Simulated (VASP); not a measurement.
Here is a VASP 6.6.1 calculation.

Contents of INCAR:

```
PREC = Accurate
ENCUT = 520
EDIFF = 1E-6
ISMEAR = 0
SIGMA = 0.15
LREAL = F
LASPH = T
NELM = 100
ALGO = Fast
ISIF = 2
LWAVE = F
LCHARG = T
GGA = PS
LELF = T
LVHAR = T
NBANDS = 13
```

Contents of KPOINTS:

```
regular mesh
0
Gamma
  22 22 22
```

File POSCAR:

```
Mo
1.0
   -1.5710000000      1.5945650000      1.5710000000
    1.5710000000     -1.5945650000      1.5710000000
    1.5710000000      1.5945650000     -1.5710000000
Mo
1
Direct
    0.0000000000      0.0000000000      0.0000000000
```

Potentials or basis: VASP PAW PBE potentials, release 64 (Mo_sv).

The run is started by

```sh
$ cat potpaw_PBE.64/Mo_sv/POTCAR > POTCAR
$ mpirun -np 1 vasp_std > vasp.out
```

**Question.** What does it give for the pressure?

**Answer.** -6.5 GPa.

**Question.** What does it give for the band gap on the k mesh?

**Answer.** Zero (bands 7 and 8 overlap by 5.19 eV).

Stress tensor (GPa, compression positive):
```
-5.05  0.00  0.00
 0.00 -9.44  0.00
 0.00  0.00 -5.05
```

Caveat: the cell differs from its parent crystal (strain +0.0150 x Voigt [0, 1, 0, 0, 0, 0]); the cell stands under tension; the PAW data sets were made with another functional, which shifts forces and pressure a little.
